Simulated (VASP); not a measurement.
# Be3CdSe4 (P-6m2) in VASP: single point with PBE

Aim: the single point of Be3CdSe4 with PBE.

Everything below comes from runs of VASP 6.6.1. Logs are shortened: lines on timing, memory, paths and dates and some standing lists are left out, and cuts for length are marked.

## Step 1: The cell of the first run

Symmetry: P-6m2, No. 187, hexagonal system. The conventional cell has a = 5.992 Å, b = 5.992 Å, c = 7.210 Å, α = 90.00°, β = 90.00°, γ = 120.00°. Within 2.8 Å of Be (site symmetry mm2) lie 2 Be at 2.08 Å and 1 Cd at 2.26 Å. Cd (site symmetry -6m2) has 3 Be at 2.26 Å within 3.0 Å. Se (site symmetry 3m) has 2 Se at 2.37 to 2.42 Å within 3.1 Å. Se (site symmetry -6m2) has 2 Se at 2.42 Å and 6 Be at 3.04 Å within 3.2 Å. Se (site symmetry -6m2) has 2 Cd at 3.61 Å and 6 Se at 3.66 Å and 6 Be at 4.25 Å within 4.7 Å.

## Step 2: Single point, PBE

INCAR

```
SYSTEM = Be3CdSe4
PREC = Accurate
ENCUT = 600
EDIFF = 1E-6
ISMEAR = 0
SIGMA = 0.15
LREAL = .False.
LASPH = .True.
NELM = 120
ALGO = Normal
ISIF = 2
LWAVE = .False.
LCHARG = .False.
GGA = PE
NBANDS = 31
GGA_COMPAT = .False.
```

KPOINTS

```
regular mesh
0
Gamma
  3 3 2
  0 0 0
```

POSCAR

```
Be3CdSe4
1.0
    5.9924032649      0.0000000000      0.0000000000
   -2.9962016324      5.1895734571      0.0000000000
    0.0000000000      0.0000000000      7.2101763091
Be Cd Se
3 1 4
Direct
    0.5510915511      0.4489084489      0.0000000000
    0.5510915511      0.1021831021      0.0000000000
    0.8978168979      0.4489084489      0.0000000000
    0.3333333333      0.6666666667      0.0000000000
    0.0000000000      0.0000000000      0.6644210731
    0.0000000000      0.0000000000      0.3355789269
    0.0000000000      0.0000000000      0.0000000000
    0.3333333333      0.6666666667      0.5000000000
```

Potentials or basis: VASP PAW PBE potentials, release 64 (Be, Cd, Se).

Run with:

```console
cat potpaw_PBE.64/Be/POTCAR potpaw_PBE.64/Cd/POTCAR potpaw_PBE.64/Se/POTCAR > POTCAR
mpirun -np 1 vasp_std > vasp.out
```

OUTCAR:

```text
SYSTEM = Be3CdSe4
   PREC = Accurate
   ENCUT = 600
   EDIFF = 1E-6
   ISMEAR = 0
   LREAL = .False.
   LASPH = .True.
   NELM = 120
   ISIF = 2
   GGA = PE

 ion  position               nearest neighbor table
   1  0.551  0.449  0.000-   2 2.08   3 2.08   4 2.26
   2  0.551  0.102  0.000-   1 2.08   3 2.08   4 2.26
   3  0.898  0.449  0.000-   1 2.08   2 2.08   4 2.26
   4  0.333  0.667  0.000-   2 2.26   3 2.26   1 2.26
   5  0.000  0.000  0.664-   6 2.37   7 2.42
   6  0.000  0.000  0.336-   5 2.37   7 2.42
   7  0.000  0.000  0.000-   5 2.42   6 2.42
   8  0.333  0.667  0.500-

  LATTYP: Found a hexagonal cell.
 ALAT       =     5.9924032649
 C/A-ratio  =     1.2032194748

  Lattice vectors:

 A1 = (   5.9924032649,   0.0000000000,   0.0000000000)
 A2 = (  -2.9962016324,   5.1895734571,   0.0000000000)
 A3 = (   0.0000000000,   0.0000000000,   7.2101763091)

Analysis of symmetry for initial positions (statically):
=====================================================================
 Subroutine PRICEL returns:
 Original cell was already a primitive cell.

 Routine SETGRP: Setting up the symmetry group for a
 hexagonal supercell.

 Subroutine GETGRP returns: Found 12 space group operations
 (whereof 12 operations were pure point group operations)
 out of a pool of 24 trial point group operations.

The static configuration has the point symmetry D_3h.

Analysis of symmetry for dynamics (positions and initial velocities):
=====================================================================
 Subroutine PRICEL returns:
 Original cell was already a primitive cell.

 Routine SETGRP: Setting up the symmetry group for a
 hexagonal supercell.

 Subroutine GETGRP returns: Found 12 space group operations
 (whereof 12 operations were pure point group operations)
 out of a pool of 24 trial point group operations.

The dynamic configuration has the point symmetry D_3h.

 Subroutine INISYM returns: Found 12 space group operations
 (whereof 12 operations are pure point group operations),
 and found     1 'primitive' translations

----------------------------------------------------------------------------------------

                                     Primitive cell

  volume of cell :     224.2222

  direct lattice vectors                    reciprocal lattice vectors
     5.992403265  0.000000000  0.000000000     0.166877955  0.096347032  0.000000000
    -2.996201632  5.189573457  0.000000000     0.000000000  0.192694064  0.000000000
     0.000000000  0.000000000  7.210176309     0.000000000  0.000000000  0.138692864

  length of vectors
     5.992403265  5.992403265  7.210176309     0.192694064  0.192694064  0.138692864

  position of ions in fractional coordinates (direct lattice)
     0.551091551  0.448908449  0.000000000
     0.551091551  0.102183102  0.000000000
     0.897816898  0.448908449  0.000000000
     0.333333333  0.666666667  0.000000000
     0.000000000  0.000000000  0.664421073
     0.000000000  0.000000000  0.335578927
     0.000000000  0.000000000  0.000000000
     0.333333333  0.666666667  0.500000000

  ion indices of the primitive-cell ions
   primitive index   ion index
                 1           1
                 2           2
                 3           3
                 4           4
                 5           5
                 6           6
                 7           7
                 8           8

----------------------------------------------------------------------------------------

 KPOINTS: regular mesh

Automatic generation of k-mesh.
 Grid dimensions read from file:
 generate k-points for:    3    3    2

 Generating k-lattice:

  Cartesian coordinates                     Fractional coordinates (reciprocal lattice)
     0.055625985  0.032115677  0.000000000     0.333333333  0.000000000  0.000000000
     0.000000000  0.064231355  0.000000000     0.000000000  0.333333333  0.000000000
     0.000000000  0.000000000  0.069346432     0.000000000  0.000000000  0.500000000

  Length of vectors
     0.064231355  0.064231355  0.069346432

  Shift w.r.t. Gamma in fractional coordinates (k-lattice)
     0.000000000  0.000000000  0.000000000

 Subroutine IBZKPT returns following result:
 ===========================================

 Found      6 irreducible k-points:

 Following reciprocal coordinates:
            Coordinates               Weight
  0.000000  0.000000  0.000000      1.000000
  0.333333 -0.000000  0.000000      6.000000
  0.333333  0.333333  0.000000      2.000000
  0.000000  0.000000  0.500000      1.000000
  0.333333 -0.000000  0.500000      6.000000
  0.333333  0.333333  0.500000      2.000000
   k-points           NKPTS =      6   k-points in BZ     NKDIM =      6   number of bands    NBANDS=     31
   number of dos      NEDOS =    301   number of ions     NIONS =      8
   total plane-waves  NPLWV = 138240
   dimension x,y,z NGX =    48 NGY =   48 NGZ =   60
   dimension x,y,z NGXF=    96 NGYF=   96 NGZF=  120
   ions per type =               3   1   4
   NGX,Y,Z   is equivalent  to a cutoff of  13.32, 13.32, 13.83 a.u.
   NGXF,Y,Z  is equivalent  to a cutoff of  26.63, 26.63, 27.67 a.u.
 SYSTEM =  Be3CdSe4
   PREC   = accura    normal or accurate (medium, high low for compatibility)
   ISTART =      0    job   : 0-new  1-cont  2-samecut
   ICHARG =      2    charge: 1-file 2-atom 10-const
   ISPIN  =      1    spin polarized calculation?
   LNONCOLLINEAR =      F non collinear calculations
   LSORBIT =      F    spin-orbit coupling
   LASPH  =      T    aspherical Exc in radial PAW
   ENCUT  =  600.0 eV  44.10 Ry    6.64 a.u.  11.97 11.97 14.40*2*pi/ulx,y,z
   NELM   =    120;   NELMIN=  2; NELMDL= -5     # of ELM steps
   EDIFF  = 0.1E-05   stopping-criterion for ELM
   LREAL  =      F    real-space projection
   EDIFFG = 0.1E-04   stopping-criterion for IOM
   NSW    =      0    number of steps for IOM
   IBRION =     -1    ionic relax: 0-MD 1-quasi-New 2-CG
   NFREE  =      0    steps in history (QN), initial steepest desc. (CG)
   ISIF   =      2    stress and relaxation
   ISYM   =      2    0-nonsym 1-usesym 2-fastsym
   POTIM  = 0.5000    time-step for ionic-motion
   TEBEG  =    0.0;   TEEND  =   0.0 temperature during run
   PSTRESS=    0.0 pullay stress
   NELECT =      42.0000    total number of electrons
   NUPDOWN=      -1.0000    fix difference up-down
   EMIN   =  10.00;   EMAX   =-10.00  energy-range for DOS
   EFERMI =   0.00;   METHOD = LEGACY
   ISMEAR =     0;   SIGMA  =   0.15  broadening in eV -4-tet -1-fermi 0-gaus
   EFERMI_NEDOS =   21; number of points for ismear=-14 and -15
   IALGO  =     38    algorithm
   IMIX   =      4    mixing-type and parameters
     AMIX     =   0.40;   BMIX     =  1.00
     AMIX_MAG =   1.60;   BMIX_MAG =  1.00
  volume/ion in A,a.u.               =      28.03       189.14
  Fermi-wavevector in a.u.,A,eV,Ry     =   0.936695  1.770098 11.937729  0.877398
  Thomas-Fermi vector in A             =   2.063731
   LORBIT       =      0    0 simple, 1 ext, 2 COOP (PROOUT), +10 PAW based schemes
   GGA     = PE    functional components
   LHFCALC =     F    Hartree Fock is set to
   AEXX    =    0.0000 exact exchange contribution
   IVDW    =     0    specifies the selected vdW correction
   LEPSILON=     F    determine dielectric tensor
   LRPA    =     F    only Hartree local field effects (RPA)
 non-spin polarized calculation
 Gauss-broadening in eV      SIGMA  =   0.15
  energy-cutoff  :      600.00
  volume of cell :      224.22
 maximum number of plane-waves:      7506
 NGX is ok and might be reduce to    48
   NGX = 23   NGY = 23   NGZ = 29

 number of electron      41.9999993 magnetization

 Free energy of the ion-electron system (eV)
  ---------------------------------------------------
  ext. energy  EPLUGINS =         0.00000000
  ---------------------------------------------------
  free energy    TOTEN  =       -17.56177164 eV

  energy without entropy =      -17.46294845  energy(sigma->0) =      -17.51236005

 E-fermi :   0.7828     XC(G=0):  -7.8563

 val. band max:        0.7677187020   @ k =   0.3333   0.3333   0.0000
 cond. band min:       0.8121131119   @ k =   0.3333  -0.0000   0.5000
 fundamental gap:      0.0443944099
 Fermi energy:         0.7827826261

 k-point     1 :       0.0000    0.0000    0.0000
  band No.  band energies     occupation
      1     -14.4238      2.00000
      2     -11.9688      2.00000
      3     -11.2923      2.00000
      4     -10.3424      2.00000
      5      -8.2617      2.00000
      6      -8.2617      2.00000
[... 23 lines left out ...]
     30       5.5893      0.00000
     31       6.6622      0.00000

 k-point     2 :       0.3333   -0.0000    0.0000
  band No.  band energies     occupation
      1     -14.4104      2.00000
      2     -11.9364      2.00000
      3     -11.2865      2.00000
      4     -10.4019      2.00000
      5      -8.2382      2.00000
      6      -8.2373      2.00000
[... 23 lines left out ...]
     30       6.6314      0.00000
     31       7.1545      0.00000

 k-point     3 :       0.3333    0.3333    0.0000
  band No.  band energies     occupation
      1     -14.4036      2.00000
      2     -11.9195      2.00000
      3     -11.2836      2.00000
      4     -10.4320      2.00000
      5      -8.2347      2.00000
      6      -8.2121      2.00000
[... 23 lines left out ...]
     30       5.4730      0.00000
     31       6.8321      0.00000

 k-point     4 :       0.0000    0.0000    0.5000
  band No.  band energies     occupation
      1     -14.0166      2.00000
      2     -13.3660      2.00000
      3     -10.3569      2.00000
      4      -9.3962      2.00000
      5      -8.2615      2.00000
      6      -8.2615      2.00000
[... 23 lines left out ...]
     30       5.0355      0.00000
     31       5.3807      0.00000

 k-point     5 :       0.3333   -0.0000    0.5000
  band No.  band energies     occupation
      1     -14.0045      2.00000
      2     -13.3468      2.00000
      3     -10.4002      2.00000
      4      -9.3835      2.00000
      5      -8.2373      2.00000
      6      -8.2354      2.00000
[... 23 lines left out ...]
     30       4.8453      0.00000
     31       6.6573      0.00000

 k-point     6 :       0.3333    0.3333    0.5000
  band No.  band energies     occupation
      1     -13.9984      2.00000
      2     -13.3370      2.00000
      3     -10.4218      2.00000
      4      -9.3770      2.00000
      5      -8.2347      2.00000
      6      -8.2072      2.00000
[... 23 lines left out ...]
     30       5.0495      0.00000
     31       5.6359      0.00000

------------------------ aborting loop because EDIFF is reached ----------------------------------------

  FORCE on cell =-STRESS in cart. coord.  units (eV):
  Direction    XX          YY          ZZ          XY          YZ          ZX
  --------------------------------------------------------------------------------------
  -------------------------------------------------------------------------------------
  Total        0.5535452      0.5535452      0.1174299      0.0000000      0.0000000      0.0000000
  in kB        3.9553519      3.9553519      0.8390943      0.0000000      0.0000000      0.0000000
  external PRESSURE =       2.9165994 kB  Pullay stress =       0.0000000 kB

 VOLUME and BASIS-vectors are now :
 -----------------------------------------------------------------------------
  energy-cutoff  :      600.00
  volume of cell :      224.22
      direct lattice vectors                 reciprocal lattice vectors
     5.992403265  0.000000000  0.000000000     0.166877955  0.096347032  0.000000000
    -2.996201632  5.189573457  0.000000000     0.000000000  0.192694064  0.000000000
     0.000000000  0.000000000  7.210176309     0.000000000  0.000000000  0.138692864

 POSITION                                       TOTAL-FORCE (eV/Angst)
 -----------------------------------------------------------------------------------
      1.95734      2.32964      0.00000         0.055424     -0.031999      0.000000
      2.99620      0.53029      0.00000         0.000000      0.063999     -0.000000
      4.03506      2.32964      0.00000        -0.055424     -0.031999      0.000000
     -0.00000      3.45972      0.00000         0.000000      0.000000      0.000000
      0.00000      0.00000      4.79059         0.000000      0.000000      0.025356
      0.00000      0.00000      2.41958         0.000000      0.000000     -0.025356
      0.00000      0.00000      0.00000         0.000000      0.000000      0.000000
     -0.00000      3.45972      3.60509         0.000000      0.000000      0.000000
 -----------------------------------------------------------------------------------
    total drift:                                0.000000     -0.000000     -0.000000

  FREE ENERGIE OF THE ION-ELECTRON SYSTEM (eV)
  ---------------------------------------------------
  free  energy   TOTEN  =       -17.5617716431 eV

  energy  without entropy=      -17.4629484510  energy(sigma->0) =      -17.51236005
```

Wall time 38 s (1 thread of Intel Xeon 6975P-C (Granite Rapids), shared host); peak memory 0.38 GiB.

Results:

| Quantity | Value |
| --- | --- |
| Free energy | -17.5618 eV |
| Pressure | 0.3 GPa |
| Largest force | 0.064 eV/Å |
| Band gap on the k mesh | zero (band 21 reaches 0.98 eV, above the bottom of band 22 at -0.07 eV) |

Forces on the atoms (eV/Å):
```
Be   0.055 -0.032  0.000
Be   0.000  0.064  0.000
Be  -0.055 -0.032  0.000
Cd   0.000  0.000  0.000
Se   0.000  0.000  0.025
Se   0.000  0.000 -0.025
Se   0.000  0.000  0.000
Se   0.000  0.000  0.000
```

Stress tensor (GPa, compression positive):
```
0.40 0.00 0.00
0.00 0.40 0.00
0.00 0.00 0.08
```

Caveat: the k points lie up to 0.44 Å⁻¹ apart.
